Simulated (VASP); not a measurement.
Ge: single point with BLYP

Ge:

```
CELL_PARAMETERS angstrom
3.09421 0.00000 0.00000
-1.54711 2.67967 0.00000
0.00000 0.00000 4.78543
ATOMIC_POSITIONS crystal
Ge 0.33333 0.66667 0.25000
Ge 0.66667 0.33333 0.75000
```

This cell differs from its parent crystal: volume scaled by 0.92.

| Item | Value |
| --- | --- |
| Program | VASP 6.6.1 |
| Task | single point |
| Functional | BLYP |
| Potentials or basis | VASP PAW PBE potentials, release 64 (Ge_d) |
| Cutoff | 520 eV |
| k mesh | 13 × 13 × 7 |
| Occupations | fermi-dirac, width 0.1 eV |
| Spin | no spin polarisation |

| Quantity | Value |
| --- | --- |
| Pressure | 4.8 GPa |
| Band gap on the k mesh | zero (band 14 reaches 12.54 eV, above the bottom of band 15 at 4.54 eV) |

Stress tensor (GPa, compression positive):
```
4.41 0.00 0.00
0.00 4.41 0.00
0.00 0.00 5.50
```

Levels at points of the mesh, in eV from the Fermi level:
```csv
k point,band 12,band 13,band 14,band 15,band 16,band 17
"(0.00, 0.00, 0.00)",-7.30,-4.93,5.55,5.55,7.57,7.57
```

It took 36 s on 1 thread of Intel Xeon 6975P-C, on a shared host, peak memory 0.19 GiB.

Caveat: the PAW data sets were made with another functional, which shifts forces and pressure a little.
